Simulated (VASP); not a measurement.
# HfH2 (I4/mmm) in VASP: notebook

Runs on HfH2. Level: r2SCAN. Tasks: single point.

Everything below comes from runs of VASP 6.6.1. Logs are shortened: lines on timing, memory, paths and dates and some standing lists are left out, and cuts for length are marked.

### 1 The cell of the first run

The structure is tetragonal, space group I4/mmm (No. 139). Conventional cell: a = 3.412 Å, b = 3.412 Å, c = 4.176 Å, α = 90.00°, β = 90.00°, γ = 90.00°. Hf (site symmetry 4/mmm) has 8 H at 2.00 Å within 2.6 Å. H (site symmetry -4m2) has 4 Hf at 2.00 Å and 6 H at 2.09 to 2.41 Å within 2.6 Å.

### 2 Single point, r2SCAN (8.10 Å³/atom)

POSCAR

```
HfH2
1.0
   -1.7059409814      1.7059409814      2.0877710609
    1.7059409814     -1.7059409814      2.0877710609
    1.7059409814      1.7059409814     -2.0877710609
Hf H
1 2
Direct
    0.0000000000      0.0000000000      0.0000000000
    0.7500000000      0.2500000000      0.5000000000
    0.2500000000      0.7500000000      0.5000000000
```

INCAR.step1

```
SYSTEM = HfH2
PREC = Accurate
ENCUT = 520
ISMEAR = 0
SIGMA = 0.1
LREAL = .FALSE.
LASPH = .TRUE.
NELM = 80
NBANDS = 13
GGA = PE
ALGO = Normal
EDIFF = 1E-4
LWAVE = .TRUE.
LCHARG = .FALSE.
```

INCAR.step2

```
SYSTEM = HfH2
PREC = Accurate
ENCUT = 520
EDIFF = 1E-6
ISMEAR = 0
SIGMA = 0.1
LREAL = .FALSE.
LASPH = .TRUE.
NELM = 80
ALGO = Normal
ISIF = 2
LWAVE = .FALSE.
LCHARG = .FALSE.
METAGGA = R2SCAN
LMIXTAU = .TRUE.
NBANDS = 13
ISTART = 1
```

KPOINTS

```
regular mesh
0
G
  16 16 16
  0 0 0
```

Potentials or basis: VASP PAW PBE potentials, release 64 (Hf_pv, H).

The run is started by

```sh
cat potpaw_PBE.64/Hf_pv/POTCAR potpaw_PBE.64/H/POTCAR > POTCAR
cp INCAR.step1 INCAR
mpirun -np 1 vasp_std > vasp.out
cp INCAR.step2 INCAR
mpirun -np 1 vasp_std > vasp.out
```

OUTCAR:

```text
SYSTEM = HfH2
   PREC = Accurate
   ENCUT = 520
   EDIFF = 1E-6
   ISMEAR = 0
   LREAL = .FALSE.
   LASPH = .TRUE.
   NELM = 80
   ISIF = 2
   METAGGA = R2SCAN
   ISTART = 1

 ion  position               nearest neighbor table
   1  0.000  0.000  0.000-   2 2.00   3 2.00   2 2.00   3 2.00   2 2.00   3 2.00   2 2.00   3 2.00

   2  0.750  0.250  0.500-   1 2.00   1 2.00   1 2.00   1 2.00
   3  0.250  0.750  0.500-   1 2.00   1 2.00   1 2.00   1 2.00

  LATTYP: Found a body centered tetragonal cell.
 ALAT       =     3.4118819628
 C/A-ratio  =     1.2238237334

  Lattice vectors:

 A1 = (  -1.7059409814,   1.7059409814,   2.0877710609)
 A2 = (   1.7059409814,  -1.7059409814,   2.0877710609)
 A3 = (   1.7059409814,   1.7059409814,  -2.0877710609)

Analysis of symmetry for initial positions (statically):
=====================================================================
 Subroutine PRICEL returns:
 Original cell was already a primitive cell.

 Routine SETGRP: Setting up the symmetry group for a
 body centered tetragonal supercell.

 Subroutine GETGRP returns: Found 16 space group operations
 (whereof 16 operations were pure point group operations)
 out of a pool of 16 trial point group operations.

The static configuration has the point symmetry D_4h.

Analysis of symmetry for dynamics (positions and initial velocities):
=====================================================================
 Subroutine PRICEL returns:
 Original cell was already a primitive cell.

 Routine SETGRP: Setting up the symmetry group for a
 body centered tetragonal supercell.

 Subroutine GETGRP returns: Found 16 space group operations
 (whereof 16 operations were pure point group operations)
 out of a pool of 16 trial point group operations.

The dynamic configuration has the point symmetry D_4h.

 Subroutine INISYM returns: Found 16 space group operations
 (whereof 16 operations are pure point group operations),
 and found     1 'primitive' translations

----------------------------------------------------------------------------------------

                                     Primitive cell

  volume of cell :      24.3036

  direct lattice vectors                    reciprocal lattice vectors
    -1.705940981  1.705940981  2.087771061     0.000000000  0.293093375  0.239489860
     1.705940981 -1.705940981  2.087771061     0.293093375  0.000000000  0.239489860
     1.705940981  1.705940981 -2.087771061     0.293093375  0.293093375  0.000000000

  length of vectors
     3.190494831  3.190494831  3.190494831     0.378495865  0.378495865  0.414496626

  position of ions in fractional coordinates (direct lattice)
     0.000000000  0.000000000  0.000000000
     0.750000000  0.250000000  0.500000000
     0.250000000  0.750000000  0.500000000

  ion indices of the primitive-cell ions
   primitive index   ion index
                 1           1
                 2           2
                 3           3

----------------------------------------------------------------------------------------

 KPOINTS: regular mesh

Automatic generation of k-mesh.
 Grid dimensions read from file:
 generate k-points for:   16   16   16

 Generating k-lattice:

  Cartesian coordinates                     Fractional coordinates (reciprocal lattice)
     0.000000000  0.018318336  0.014968116     0.062500000  0.000000000  0.000000000
     0.018318336  0.000000000  0.014968116     0.000000000  0.062500000  0.000000000
     0.018318336  0.018318336  0.000000000     0.000000000  0.000000000  0.062500000

  Length of vectors
     0.023655992  0.023655992  0.025906039

  Shift w.r.t. Gamma in fractional coordinates (k-lattice)
     0.000000000  0.000000000  0.000000000

 Subroutine IBZKPT returns following result:
 ===========================================

 Found    349 irreducible k-points:

 Following reciprocal coordinates:
            Coordinates               Weight
  0.000000  0.000000  0.000000      1.000000
  0.062500 -0.000000  0.000000      8.000000
  0.125000 -0.000000  0.000000      8.000000
  0.187500 -0.000000  0.000000      8.000000
  0.250000 -0.000000  0.000000      8.000000
  0.312500 -0.000000  0.000000      8.000000
[... 16 lines left out ...]
 -0.125000  0.062500 -0.000000     16.000000
 -0.062500  0.062500  0.000000      4.000000
 [... further k-points ...]
   k-points           NKPTS =    349   k-points in BZ     NKDIM =    349   number of bands    NBANDS=     13
   number of dos      NEDOS =    301   number of ions     NIONS =      3
   total plane-waves  NPLWV =  13824
   dimension x,y,z NGX =    24 NGY =   24 NGZ =   24
   dimension x,y,z NGXF=    48 NGYF=   48 NGZF=   48
   ions per type =               1   2
   NGX,Y,Z   is equivalent  to a cutoff of  12.51, 12.51, 12.51 a.u.
   NGXF,Y,Z  is equivalent  to a cutoff of  25.01, 25.01, 25.01 a.u.
 SYSTEM =  HfH2
   PREC   = accura    normal or accurate (medium, high low for compatibility)
   ISTART =      1    job   : 0-new  1-cont  2-samecut
   ICHARG =      0    charge: 1-file 2-atom 10-const
   ISPIN  =      1    spin polarized calculation?
   LNONCOLLINEAR =      F non collinear calculations
   LSORBIT =      F    spin-orbit coupling
   LASPH  =      T    aspherical Exc in radial PAW
   ENCUT  =  520.0 eV  38.22 Ry    6.18 a.u.   5.93  5.93  5.93*2*pi/ulx,y,z
   NELM   =     80;   NELMIN=  2; NELMDL=  0     # of ELM steps
   EDIFF  = 0.1E-05   stopping-criterion for ELM
   LREAL  =      F    real-space projection
   EDIFFG = 0.1E-04   stopping-criterion for IOM
   NSW    =      0    number of steps for IOM
   IBRION =     -1    ionic relax: 0-MD 1-quasi-New 2-CG
   NFREE  =      0    steps in history (QN), initial steepest desc. (CG)
   ISIF   =      2    stress and relaxation
   ISYM   =      2    0-nonsym 1-usesym 2-fastsym
   POTIM  = 0.5000    time-step for ionic-motion
   TEBEG  =    0.0;   TEEND  =   0.0 temperature during run
   PSTRESS=    0.0 pullay stress
   NELECT =      12.0000    total number of electrons
   NUPDOWN=      -1.0000    fix difference up-down
   EMIN   =  10.00;   EMAX   =-10.00  energy-range for DOS
   EFERMI =   0.00;   METHOD = LEGACY
   ISMEAR =     0;   SIGMA  =   0.10  broadening in eV -4-tet -1-fermi 0-gaus
   EFERMI_NEDOS =   21; number of points for ismear=-14 and -15
   IALGO  =     38    algorithm
   IMIX   =      4    mixing-type and parameters
     AMIX     =   0.40;   BMIX     =  1.00
     AMIX_MAG =   1.60;   BMIX_MAG =  1.00
  volume/ion in A,a.u.               =       8.10        54.67
  Fermi-wavevector in a.u.,A,eV,Ry     =   1.293933  2.445178 22.779708  1.674261
  Thomas-Fermi vector in A             =   2.425547
   LORBIT       =      0    0 simple, 1 ext, 2 COOP (PROOUT), +10 PAW based schemes
   METAGGA = R2SCAN    functional components
   LHFCALC =     F    Hartree Fock is set to
   AEXX    =    0.0000 exact exchange contribution
   IVDW    =     0    specifies the selected vdW correction
   LEPSILON=     F    determine dielectric tensor
   LRPA    =     F    only Hartree local field effects (RPA)
 non-spin polarized calculation
 Gauss-broadening in eV      SIGMA  =   0.10
  energy-cutoff  :      520.00
  volume of cell :       24.30
 maximum number of plane-waves:       669
   NGX = 11   NGY = 11   NGZ = 11

 number of electron      12.0000004 magnetization

 Free energy of the ion-electron system (eV)
  ---------------------------------------------------
  ext. energy  EPLUGINS =         0.00000000
  ---------------------------------------------------
  free energy    TOTEN  =       -53.64863551 eV

  energy without entropy =      -53.64620970  energy(sigma->0) =      -53.64742261

 E-fermi :   6.0199     XC(G=0): -12.6197

 val. band max:        6.0146635140   @ k =  -0.1250   0.1250   0.0000
 cond. band min:       6.0253621936   @ k =  -0.1875  -0.1875   0.1250
 fundamental gap:      0.0106986796
 Fermi energy:         6.0198935400

 k-point     1 :       0.0000    0.0000    0.0000
  band No.  band energies     occupation
      1     -26.0144      2.00000
      2     -26.0144      2.00000
      3     -25.9506      2.00000
      4      -6.4241      2.00000
      5       4.3050      2.00000
      6       5.4873      2.00000
      7       5.4873      2.00000
      8       6.6989      0.00000
      9       7.9502      0.00000
     10       9.6967      0.00000
     11      17.5464      0.00000
     12      18.5356      0.00000
     13      18.6217      0.00000

 k-point     2 :       0.0625   -0.0000    0.0000
  band No.  band energies     occupation
      1     -26.0367      2.00000
      2     -26.0206      2.00000
      3     -25.9614      2.00000
      4      -6.3008      2.00000
      5       3.5092      2.00000
      6       5.5406      2.00000
      7       5.9817      1.41098
      8       7.2002      0.00000
      9       7.9138      0.00000
     10       9.6038      0.00000
     11      17.5458      0.00000
     12      17.5575      0.00000
     13      18.8846      0.00000

 k-point     3 :       0.1250   -0.0000    0.0000
  band No.  band energies     occupation
      1     -26.1167      2.00000
      2     -26.0384      2.00000
      3     -25.9745      2.00000
      4      -5.9458      2.00000
      5       2.4039      2.00000
      6       5.6511      2.00000
      7       6.3623      0.00000
      8       7.8841      0.00000
      9       8.4316      0.00000
     10       9.4444      0.00000
     11      16.4523      0.00000
     12      17.5463      0.00000
     13      19.6353      0.00000
[... 305 lines left out ...]
 k-point    23 :      -0.1250    0.0625   -0.0000
  band No.  band energies     occupation
      1     -26.1030      2.00000
      2     -26.0299      2.00000
      3     -25.9767      2.00000
      4      -6.0060      2.00000
      5       2.5298      2.00000
      6       5.7597      1.99977
      7       6.6576      0.00000
      8       7.6029      0.00000
      9       7.9536      0.00000
     10       9.4176      0.00000
     11      16.9733      0.00000
     12      17.5463      0.00000
     13      19.2414      0.00000

 k-point    24 :      -0.0625    0.0625    0.0000
  band No.  band energies     occupation
      1     -26.0466      2.00000
      2     -26.0188      2.00000
      3     -25.9615      2.00000
      4      -6.2727      2.00000
      5       3.3396      2.00000
      6       5.6199      2.00000
      7       6.6177      0.00000
      8       6.7610      0.00000
      9       7.7938      0.00000
     10       9.5481      0.00000
     11      17.5460      0.00000
     12      17.5792      0.00000
     13      18.7807      0.00000

 [... further k-points ...]
[... 5 lines left out ...]
  --------------------------------------------------------------------------------------
  -------------------------------------------------------------------------------------
  Total        1.4206591      1.4206591      1.4749938      0.0000000      0.0000000     -0.0000000
  in kB       93.6547039     93.6547039     97.2366327      0.0000000      0.0000000     -0.0000000
  external PRESSURE =      94.8486802 kB  Pullay stress =       0.0000000 kB

 VOLUME and BASIS-vectors are now :
 -----------------------------------------------------------------------------
  energy-cutoff  :      520.00
  volume of cell :       24.30
      direct lattice vectors                 reciprocal lattice vectors
    -1.705940981  1.705940981  2.087771061     0.000000000  0.293093375  0.239489860
     1.705940981 -1.705940981  2.087771061     0.293093375  0.000000000  0.239489860
     1.705940981  1.705940981 -2.087771061     0.293093375  0.293093375  0.000000000

 POSITION                                       TOTAL-FORCE (eV/Angst)
 -----------------------------------------------------------------------------------
      0.00000      0.00000      0.00000        -0.000000     -0.000000      0.000000
     -0.00000      1.70594      1.04389        -0.000000     -0.000000      0.000000
      1.70594     -0.00000      1.04389         0.000000      0.000000     -0.000000
 -----------------------------------------------------------------------------------
    total drift:                                0.000000      0.000000      0.000000

  FREE ENERGIE OF THE ION-ELECTRON SYSTEM (eV)
  ---------------------------------------------------
  free  energy   TOTEN  =       -53.6486355112 eV

  energy  without entropy=      -53.6462097041  energy(sigma->0) =      -53.64742261
```

Wall time 3.5 min (1 thread of Intel Xeon Platinum 8259CL at 2.50GHz (Skylake/Cascade Lake), shared host); peak memory 0.24 GiB.

What came out:

| Item | Value |
| --- | --- |
| Free energy | -53.6486 eV |
| Pressure | 9.5 GPa |
| Band gap on the k mesh | zero (bands 6 and 7 overlap by 1.33 eV) |

Stress tensor (GPa, compression positive):
```
9.37 0.00 0.00
0.00 9.37 0.00
0.00 0.00 9.72
```

Levels at points of the mesh, in eV from the Fermi level:
| k point | band 4 | band 5 | band 6 | band 7 | band 8 | band 9 |
| --- | --- | --- | --- | --- | --- | --- |
| (0.00, 0.00, 0.00) | -12.44 | -1.71 | -0.53 | -0.53 | 0.68 | 1.93 |
| (0.50, 0.00, 0.00) | -9.35 | -5.82 | -1.08 | 0.92 | 4.26 | 4.63 |
| (0.50, 0.50, 0.00) | -7.43 | -6.48 | -4.71 | 4.42 | 4.65 | 6.06 |
| (0.50, 0.50, 0.50) | -8.81 | -4.66 | -4.31 | 5.17 | 5.30 | 5.30 |

Caveat: the cell stands under pressure; the PAW data sets were made with another functional, which shifts forces and pressure a little; spin-orbit coupling is left out, which moves the levels of the heavy elements.

### 3 Single point, r2SCAN (9.14 Å³/atom)

This run uses another cell than the first one, of 9.14 Å³/atom.

POSCAR

```
HfH2
1.0
   -1.7611011496      1.7611011496      2.2091249901
    1.7611011496     -1.7611011496      2.2091249901
    1.7611011496      1.7611011496     -2.2091249901
Hf H
1 2
Direct
    0.0000000000      0.0000000000      0.0000000000
    0.7500000000      0.2500000000      0.5000000000
    0.2500000000      0.7500000000      0.5000000000
```

INCAR.step1

```
SYSTEM = HfH2
PREC = Accurate ; ENCUT = 520
ISMEAR = 0 ; SIGMA = 0.1
LREAL = .False. ; LASPH = .True.
NELM = 60 ; NBANDS = 13
GGA = PE ; ALGO = Normal
EDIFF = 1E-4 ; LWAVE = .True.
LCHARG = .False.
```

INCAR.step2

```
SYSTEM = HfH2
PREC = Accurate ; ENCUT = 520
EDIFF = 1E-6 ; ISMEAR = 0
SIGMA = 0.1 ; LREAL = .False.
LASPH = .True. ; NELM = 60
ALGO = Normal ; ISIF = 2
LWAVE = .False. ; LCHARG = .False.
METAGGA = R2SCAN ; LMIXTAU = .True.
NBANDS = 13 ; ISTART = 1
```

KPOINTS

```
Automatic mesh
0
Gamma
  16 16 16
  0 0 0
```

Potentials or basis: VASP PAW PBE potentials, release 64 (Hf_pv, H).

The run is started by

```sh
cat potpaw_PBE.64/Hf_pv/POTCAR potpaw_PBE.64/H/POTCAR > POTCAR
cp INCAR.step1 INCAR
mpirun -np 1 vasp_std > vasp.out
cp INCAR.step2 INCAR
mpirun -np 1 vasp_std > vasp.out
```

It took 7.7 min on 1 thread of Intel Xeon Platinum 8259CL at 2.50GHz (Skylake/Cascade Lake), shared host; peak memory 0.27 GiB.

It converged, with:

| Quantity | Value |
| --- | --- |
| Free energy | -53.6408 eV |
| Pressure | -9.0 GPa |
| Band gap on the k mesh | zero (bands 6 and 7 overlap by 1.08 eV) |

Stress tensor (GPa, compression positive):
```
-9.03  0.00  0.00
 0.00 -9.03  0.00
 0.00  0.00 -8.89
```

Levels at points of the mesh, in eV from the Fermi level:
```tsv
k point	band 3	band 4	band 5	band 6	band 7	band 8	band 9	band 10
(0.00, 0.00, 0.00)	-32.44	-11.78	-1.82	-0.50	-0.50	0.45	1.81	3.19
(0.50, 0.00, 0.00)	-32.48	-8.77	-5.90	-0.84	0.62	3.76	4.40	4.64
(0.50, 0.50, 0.00)	-32.58	-7.00	-6.46	-4.26	3.90	4.09	5.08	6.43
(0.50, 0.50, 0.50)	-32.72	-8.00	-5.07	-3.85	4.39	4.52	4.52	5.40
```

Caveat: the cell stands under tension; the PAW data sets were made with another functional, which shifts forces and pressure a little; spin-orbit coupling is left out, which moves the levels of the heavy elements.
